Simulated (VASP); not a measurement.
Sn3Te, 4 atoms in the cell. It takes space group Pm-3m (No. 221, cubic). Conventional cell: a = 4.866 Å, b = 4.866 Å, c = 4.866 Å, α = 90.00°, β = 90.00°, γ = 90.00°. Te (site symmetry m-3m) has 12 Sn at 3.44 Å within 4.5 Å. Sn (site symmetry 4/mmm) has 4 Te at 3.44 Å and 8 Sn at 3.44 Å within 4.5 Å. 

```yaml
Program: VASP 6.6.1
Task: single point
Functional: HSE06
Potentials_or_basis: VASP PAW PBE potentials, release 64 (Te, Sn_d)
Cutoff: 520 eV
k_mesh: 3 × 3 × 3
Occupations: gaussian, width 0.1 eV
Spin: no spin polarisation
Dipole_correction: no
Grid_for_exact_exchange_PRECFOCK: Normal
Further_INCAR_settings: ALGO = Normal; EDIFF = 1e-06; NBANDS = 32
Screening_parameter: 0.2079 1/Å
```

Potentials or basis: VASP PAW PBE potentials, release 64 (Te, Sn_d).

Command:

```bash
$ cat potpaw_PBE.64/Te/POTCAR potpaw_PBE.64/Sn_d/POTCAR > POTCAR
$ cp INCAR.step1 INCAR
$ mpirun -np 1 vasp_std > vasp.out
$ cp INCAR.step2 INCAR
$ mpirun -np 1 vasp_std > vasp.out
```

Hardware: 1 thread of AMD EPYC 7R13 Processor (Zen 3), with other jobs on the host.

Task: How long does it take, and how much memory?

Result: It took 17 min on 1 thread of AMD EPYC 7R13 Processor (Zen 3) (shared host), peak memory 0.31 GiB. Counts: k points 4.
